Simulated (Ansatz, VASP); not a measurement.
# Two plane-wave programs on AgCl

```
Ag Cl
1.0
     0.00000    2.72376    2.72376
     2.72376    0.00000    2.72376
     2.72376    2.72376    0.00000
Ag Cl
1 1
Direct
  0.00000 0.00000 0.00000
  0.50000 0.50000 0.50000
```

Alike in both runs: task single point; functional PBEsol; k mesh 8 × 8 × 8; no spin polarisation.

```csv
,VASP,Ansatz
version,VASP 6.6.1,Ansatz 0.2.0
potentials or method,"VASP PAW PBE potentials, release 64 (Ag, Cl)","PAW with Ansatz's default frozen-core files, scalar-relativistic"
plane-wave cutoff (eV),500,420
occupations,"gaussian, width 0.01 eV",fixed
valence electrons in the cell,18,26
```

Ansatz gave:

```
gap on the k mesh at the Fermi level (eV) : 0.72
pressure (GPa)                            : 0.0
```

Q: Which values does VASP return?

A: gap on the k mesh at the Fermi level (eV): 0.72; pressure (GPa): -0.1.

VASP's potentials were made for PBE, not for PBEsol. VASP's potentials hold 18 valence electrons a cell and Ansatz's 26, so a difference there can come from the potentials and not from the codes.
